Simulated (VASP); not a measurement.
# Cu (R-3m) in VASP: further runs

The runs below take Cu through single point, with PBE.

Program: VASP 6.6.1. These are calculated values, not measurements. Logs are shortened: lines on timing, memory, paths and dates and some standing lists are left out, and cuts for length are marked.

**1. The cell of the first run**

The structure is trigonal, space group R-3m (No. 166). The conventional cell has a = 2.619 Å, b = 2.619 Å, c = 5.966 Å, α = 90.00°, β = 90.00°, γ = 120.00°. Within 3.3 Å of Cu (site symmetry -3m) lie 12 Cu at 2.50 to 2.62 Å.

**2. Single point, PBE**

File INCAR:

```
SYSTEM = Cu
  PREC = Accurate
  ENCUT = 520
  EDIFF = 1E-7
  ISMEAR = 0
  SIGMA = 0.15
  LREAL = .False.
  LASPH = .True.
  NELM = 100
  ALGO = Fast
  ISIF = 2
  LWAVE = .False.
  LCHARG = .True.
  GGA = PE
  LELF = .True.
  LVHAR = .True.
  NBANDS = 12
```

File KPOINTS:

```
regular mesh
0
Gamma
  24 24 24
  0 0 0
```

File POSCAR:

```
Cu
1.0
   -0.0864153256      1.7653416519      1.7653416519
    1.7653416519     -0.0864153256      1.7653416519
    1.7653416519      1.7653416519     -0.0864153256
Cu
1
Direct
    0.0000000000      0.0000000000      0.0000000000
```

Potentials or basis: VASP PAW PBE potentials, release 64 (Cu).

Started as:

```console
> cat potpaw_PBE.64/Cu/POTCAR > POTCAR
> mpirun -np 1 vasp_std > vasp.out
```

OUTCAR:

```text
SYSTEM = Cu
   PREC = Accurate
   ENCUT = 520
   EDIFF = 1E-7
   ISMEAR = 0
   LREAL = .False.
   LASPH = .True.
   NELM = 100
   ISIF = 2
   GGA = PE

 ion  position               nearest neighbor table
   1  0.000  0.000  0.000-

  LATTYP: Found a trigonal (rhomboedric) cell.
 ALAT       =     2.4980652322
 COS(alpha) =     0.4505091948

  Lattice vectors:

 A1 = (  -0.0864153256,   1.7653416519,   1.7653416519)
 A2 = (   1.7653416519,  -0.0864153256,   1.7653416519)
 A3 = (   1.7653416519,   1.7653416519,  -0.0864153256)

Analysis of symmetry for initial positions (statically):
=====================================================================
 Subroutine PRICEL returns:
 Original cell was already a primitive cell.

 Routine SETGRP: Setting up the symmetry group for a
 trigonal (rhombohedral) supercell.

 Subroutine GETGRP returns: Found 12 space group operations
 (whereof 12 operations were pure point group operations)
 out of a pool of 12 trial point group operations.

The static configuration has the point symmetry D_3d.

Analysis of symmetry for dynamics (positions and initial velocities):
=====================================================================
 Subroutine PRICEL returns:
 Original cell was already a primitive cell.

 Routine SETGRP: Setting up the symmetry group for a
 trigonal (rhombohedral) supercell.

 Subroutine GETGRP returns: Found 12 space group operations
 (whereof 12 operations were pure point group operations)
 out of a pool of 12 trial point group operations.

The dynamic configuration has the point symmetry D_3d.

 Subroutine INISYM returns: Found 12 space group operations
 (whereof 12 operations are pure point group operations),
 and found     1 'primitive' translations

----------------------------------------------------------------------------------------

                                     Primitive cell

  volume of cell :      11.8104

  direct lattice vectors                    reciprocal lattice vectors
    -0.086415326  1.765341652  1.765341652    -0.263239293  0.276788374  0.276788374
     1.765341652 -0.086415326  1.765341652     0.276788374 -0.263239293  0.276788374
     1.765341652  1.765341652 -0.086415326     0.276788374  0.276788374 -0.263239293

  length of vectors
     2.498065232  2.498065232  2.498065232     0.471718701  0.471718701  0.471718701

  position of ions in fractional coordinates (direct lattice)
     0.000000000  0.000000000  0.000000000

  ion indices of the primitive-cell ions
   primitive index   ion index
                 1           1

----------------------------------------------------------------------------------------

 KPOINTS: regular mesh

Automatic generation of k-mesh.
 Grid dimensions read from file:
 generate k-points for:   24   24   24

 Generating k-lattice:

  Cartesian coordinates                     Fractional coordinates (reciprocal lattice)
    -0.010968304  0.011532849  0.011532849     0.041666667  0.000000000  0.000000000
     0.011532849 -0.010968304  0.011532849     0.000000000  0.041666667  0.000000000
     0.011532849  0.011532849 -0.010968304     0.000000000  0.000000000  0.041666667

  Length of vectors
     0.019654946  0.019654946  0.019654946

  Shift w.r.t. Gamma in fractional coordinates (k-lattice)
     0.000000000  0.000000000  0.000000000

 Subroutine IBZKPT returns following result:
 ===========================================

 Found   1313 irreducible k-points:

 Following reciprocal coordinates:
            Coordinates               Weight
  0.000000  0.000000  0.000000      1.000000
  0.041667 -0.000000 -0.000000      6.000000
  0.083333  0.000000  0.000000      6.000000
  0.125000 -0.000000 -0.000000      6.000000
  0.166667  0.000000  0.000000      6.000000
  0.208333 -0.000000 -0.000000      6.000000
[... 16 lines left out ...]
  0.416667  0.041667  0.000000     12.000000
  0.458333  0.041667  0.000000     12.000000
 [... further k-points ...]
   k-points           NKPTS =   1313   k-points in BZ     NKDIM =   1313   number of bands    NBANDS=     12
   number of dos      NEDOS =    301   number of ions     NIONS =      1
   total plane-waves  NPLWV =   8000
   dimension x,y,z NGX =    20 NGY =   20 NGZ =   20
   dimension x,y,z NGXF=    40 NGYF=   40 NGZF=   40
   ions per type =               1
   NGX,Y,Z   is equivalent  to a cutoff of  13.31, 13.31, 13.31 a.u.
   NGXF,Y,Z  is equivalent  to a cutoff of  26.62, 26.62, 26.62 a.u.
 SYSTEM =  Cu
   PREC   = accura    normal or accurate (medium, high low for compatibility)
   ISTART =      0    job   : 0-new  1-cont  2-samecut
   ICHARG =      2    charge: 1-file 2-atom 10-const
   ISPIN  =      1    spin polarized calculation?
   LNONCOLLINEAR =      F non collinear calculations
   LSORBIT =      F    spin-orbit coupling
   LASPH  =      T    aspherical Exc in radial PAW
   ENCUT  =  520.0 eV  38.22 Ry    6.18 a.u.   4.64  4.64  4.64*2*pi/ulx,y,z
   NELM   =    100;   NELMIN=  2; NELMDL= -5     # of ELM steps
   EDIFF  = 0.1E-06   stopping-criterion for ELM
   LREAL  =      F    real-space projection
   EDIFFG = 0.1E-05   stopping-criterion for IOM
   NSW    =      0    number of steps for IOM
   IBRION =     -1    ionic relax: 0-MD 1-quasi-New 2-CG
   NFREE  =      0    steps in history (QN), initial steepest desc. (CG)
   ISIF   =      2    stress and relaxation
   ISYM   =      2    0-nonsym 1-usesym 2-fastsym
   POTIM  = 0.5000    time-step for ionic-motion
   TEBEG  =    0.0;   TEEND  =   0.0 temperature during run
   PSTRESS=    0.0 pullay stress
   NELECT =      11.0000    total number of electrons
   NUPDOWN=      -1.0000    fix difference up-down
   EMIN   =  10.00;   EMAX   =-10.00  energy-range for DOS
   EFERMI =   0.00;   METHOD = LEGACY
   ISMEAR =     0;   SIGMA  =   0.15  broadening in eV -4-tet -1-fermi 0-gaus
   EFERMI_NEDOS =   21; number of points for ismear=-14 and -15
   IALGO  =     68    algorithm
   IMIX   =      4    mixing-type and parameters
     AMIX     =   0.40;   BMIX     =  1.00
     AMIX_MAG =   1.60;   BMIX_MAG =  1.00
  volume/ion in A,a.u.               =      11.81        79.70
  Fermi-wavevector in a.u.,A,eV,Ry     =   1.598763  3.021224 34.777078  2.556043
  Thomas-Fermi vector in A             =   2.696162
   LORBIT       =      0    0 simple, 1 ext, 2 COOP (PROOUT), +10 PAW based schemes
   GGA     = PE    functional components
   LHFCALC =     F    Hartree Fock is set to
   AEXX    =    0.0000 exact exchange contribution
   IVDW    =     0    specifies the selected vdW correction
   LEPSILON=     F    determine dielectric tensor
   LRPA    =     F    only Hartree local field effects (RPA)
 non-spin polarized calculation
 RMM-DIIS sequential band-by-band and
 Gauss-broadening in eV      SIGMA  =   0.15
  energy-cutoff  :      520.00
  volume of cell :       11.81
 maximum number of plane-waves:       327
   NGX =  9   NGY =  9   NGZ =  9

 number of electron      10.9999987 magnetization

 Free energy of the ion-electron system (eV)
  ---------------------------------------------------
  ext. energy  EPLUGINS =         0.00000000
  ---------------------------------------------------
  free energy    TOTEN  =        -3.70717954 eV

  energy without entropy =       -3.70316145  energy(sigma->0) =       -3.70517049

 E-fermi :   7.6097     XC(G=0): -12.7227

 val. band max:        7.6075917340   @ k =   0.5000   0.3750   0.2917
 cond. band min:       7.6133355460   @ k =   0.5000   0.2917   0.1667
 fundamental gap:      0.0057438120
 Fermi energy:         7.6097326860

 k-point     1 :       0.0000    0.0000    0.0000
  band No.  band energies     occupation
      1      -1.7643      2.00000
      2       4.3908      2.00000
      3       4.3908      2.00000
      4       4.8093      2.00000
      5       5.4073      2.00000
      6       5.4073      2.00000
      7      29.7185      0.00000
      8      31.6937      0.00000
      9      31.6937      0.00000
     10      34.3758      0.00000
     11      34.3758      0.00000
     12      35.8005      0.00000

 k-point     2 :       0.0417   -0.0000   -0.0000
  band No.  band energies     occupation
      1      -1.7030      2.00000
      2       4.3852      2.00000
      3       4.3987      2.00000
      4       4.8158      2.00000
      5       5.4035      2.00000
      6       5.4036      2.00000
      7      29.2897      0.00000
      8      30.9352      0.00000
      9      31.5380      0.00000
     10      34.6238      0.00000
     11      34.8479      0.00000
     12      35.8816      0.00000

 k-point     3 :       0.0833    0.0000    0.0000
  band No.  band energies     occupation
      1      -1.5203      2.00000
      2       4.3665      2.00000
      3       4.4200      2.00000
      4       4.8365      2.00000
      5       5.3945      2.00000
      6       5.3947      2.00000
      7      27.7002      0.00000
      8      30.4360      0.00000
      9      31.1885      0.00000
     10      34.6394      0.00000
     11      35.2430      0.00000
     12      36.3669      0.00000

 k-point     4 :       0.1250   -0.0000   -0.0000
  band No.  band energies     occupation
      1      -1.2196      2.00000
      2       4.3331      2.00000
      3       4.4482      2.00000
      4       4.8709      2.00000
      5       5.3868      2.00000
      6       5.3877      2.00000
      7      25.6399      0.00000
      8      30.2477      0.00000
      9      30.7979      0.00000
     10      34.1936      0.00000
     11      36.0451      0.00000
     12      36.6168      0.00000

 k-point     5 :       0.1667    0.0000    0.0000
  band No.  band energies     occupation
      1      -0.8079      2.00000
      2       4.2900      2.00000
      3       4.4733      2.00000
      4       4.9085      2.00000
      5       5.3903      2.00000
      6       5.3960      2.00000
      7      23.5255      0.00000
      8      30.0770      0.00000
      9      30.4367      0.00000
     10      33.7166      0.00000
     11      36.7414      0.00000
     12      36.7928      0.00000
[... 228 lines left out ...]
      1       1.3808      2.00000
      2       4.3618      2.00000
      3       4.4264      2.00000
      4       4.8929      2.00000
      5       5.5892      2.00000
      6       5.7470      2.00000
      7      16.3059      0.00000
      8      28.5694      0.00000
      9      30.4048      0.00000
     10      31.5490      0.00000
     11      33.6564      0.00000
     12      36.1641      0.00000

 k-point    22 :       0.3750    0.0417    0.0000
  band No.  band energies     occupation
      1       1.8960      2.00000
      2       4.3777      2.00000
      3       4.6411      2.00000
      4       4.8565      2.00000
      5       5.7171      2.00000
      6       5.8674      2.00000
      7      14.5903      0.00000
      8      28.4619      0.00000
      9      29.8994      0.00000
     10      31.2330      0.00000
     11      33.3951      0.00000
     12      35.5160      0.00000

 k-point    23 :       0.4167    0.0417    0.0000
  band No.  band energies     occupation
      1       2.2409      2.00000
      2       4.3387      2.00000
      3       4.8213      2.00000
      4       5.0636      2.00000
      5       5.8442      2.00000
      6       6.0322      2.00000
      7      13.0516      0.00000
      8      28.3775      0.00000
      9      29.4547      0.00000
     10      31.0119      0.00000
     11      33.2560      0.00000
     12      34.9655      0.00000

 k-point    24 :       0.4583    0.0417    0.0000
  band No.  band energies     occupation
      1       2.4206      2.00000
      2       4.3109      2.00000
      3       4.7968      2.00000
      4       5.4247      2.00000
      5       5.9275      2.00000
      6       6.3598      2.00000
      7      11.7983      0.00000
      8      28.2557      0.00000
      9      29.1616      0.00000
     10      30.9171      0.00000
     11      33.2163      0.00000
     12      34.5586      0.00000

 [... further k-points ...]

------------------------ aborting loop because EDIFF is reached ----------------------------------------

  FORCE on cell =-STRESS in cart. coord.  units (eV):
  Direction    XX          YY          ZZ          XY          YZ          ZX
  --------------------------------------------------------------------------------------
  -------------------------------------------------------------------------------------
  Total        0.2288951      0.2288951      0.2288951      0.2788934      0.2788934      0.2788934
  in kB       31.0514659     31.0514659     31.0514659     37.8341436     37.8341436     37.8341436
  external PRESSURE =      31.0514659 kB  Pullay stress =       0.0000000 kB

 VOLUME and BASIS-vectors are now :
 -----------------------------------------------------------------------------
  energy-cutoff  :      520.00
  volume of cell :       11.81
      direct lattice vectors                 reciprocal lattice vectors
    -0.086415326  1.765341652  1.765341652    -0.263239293  0.276788374  0.276788374
     1.765341652 -0.086415326  1.765341652     0.276788374 -0.263239293  0.276788374
     1.765341652  1.765341652 -0.086415326     0.276788374  0.276788374 -0.263239293

 POSITION                                       TOTAL-FORCE (eV/Angst)
 -----------------------------------------------------------------------------------
      0.00000      0.00000      0.00000         0.000000     -0.000000     -0.000000
 -----------------------------------------------------------------------------------
    total drift:                                0.000000      0.000000      0.000000

  FREE ENERGIE OF THE ION-ELECTRON SYSTEM (eV)
  ---------------------------------------------------
  free  energy   TOTEN  =        -3.7071795377 eV

  energy  without entropy=       -3.7031614512  energy(sigma->0) =       -3.70517049
```

Run time: 86 s. Hardware: 1 thread of Intel Xeon 6975P-C (Granite Rapids), shared host; peak memory 0.28 GiB.

What came out:

- Free energy: -3.7072 eV
- Pressure: 3.1 GPa

Stress tensor (GPa, compression positive):
```
3.11 3.78 3.78
3.78 3.11 3.78
3.78 3.78 3.11
```

**3. Single point, PBE**

This run uses another cell than the first one, of the same volume but with other edges.

File INCAR:

```
ALGO     = Fast           # electronic algorithm
EDIFF    = 1E-6           # SCF threshold, eV
ENCUT    = 520            # plane-wave cutoff, eV
GGA      = PE             # functional
ISIF     = 2              # what is computed and relaxed
ISMEAR   = 0              # smearing method
LASPH    = T              # aspherical terms in the spheres
LCHARG   = T              # write CHGCAR
LELF     = T              # ELF
LREAL    = F              # projectors in reciprocal space
LVHAR    = T            
LWAVE    = F              # write WAVECAR
NBANDS   = 12             # bands
NELM     = 60             # most SCF steps
PREC     = Accurate       # precision mode
SIGMA    = 0.15           # smearing width, eV
```

File KPOINTS:

```
k-points
0
Gamma
  24 24 24
```

File POSCAR:

```
Cu
1.0
    0.0939584367      1.8556791239      1.8556791239
    1.8556791239      0.0939584367      1.8556791239
    1.8556791239      1.8556791239      0.0939584367
Cu
1
Direct
    0.0000000000      0.0000000000      0.0000000000
```

Potentials or basis: VASP PAW PBE potentials, release 64 (Cu).

Started as:

```console
> cat potpaw_PBE.64/Cu/POTCAR > POTCAR
> mpirun -np 1 vasp_std > vasp.out
```

Run time: 75 s. Hardware: 1 thread of Intel Xeon 6975P-C (Granite Rapids), shared host; peak memory 0.28 GiB.

It converged, with:

```
Free energy : -3.7022 eV
Pressure    : 3.2 GPa
```

Stress tensor (GPa, compression positive):
```
 3.23 -4.67 -4.67
-4.67  3.23 -4.67
-4.67 -4.67  3.23
```

Levels at points of the mesh, in eV from the Fermi level:
| k point | band 3 | band 4 | band 5 | band 6 | band 7 | band 8 | band 9 | band 10 |
| --- | --- | --- | --- | --- | --- | --- | --- | --- |
| (0.00, 0.00, 0.00) | -2.97 | -2.97 | -2.19 | -2.19 | 20.99 | 24.42 | 25.34 | 26.55 |
| (0.50, 0.00, 0.00) | -2.86 | -1.77 | -1.54 | -0.78 | 4.11 | 19.73 | 21.94 | 22.29 |
| (0.50, 0.50, 0.00) | -1.72 | -1.53 | -1.48 | 1.50 | 7.13 | 11.94 | 14.31 | 17.22 |
| (0.50, 0.50, 0.50) | -3.06 | -1.71 | -1.71 | -1.66 | 2.72 | 22.18 | 23.76 | 23.76 |
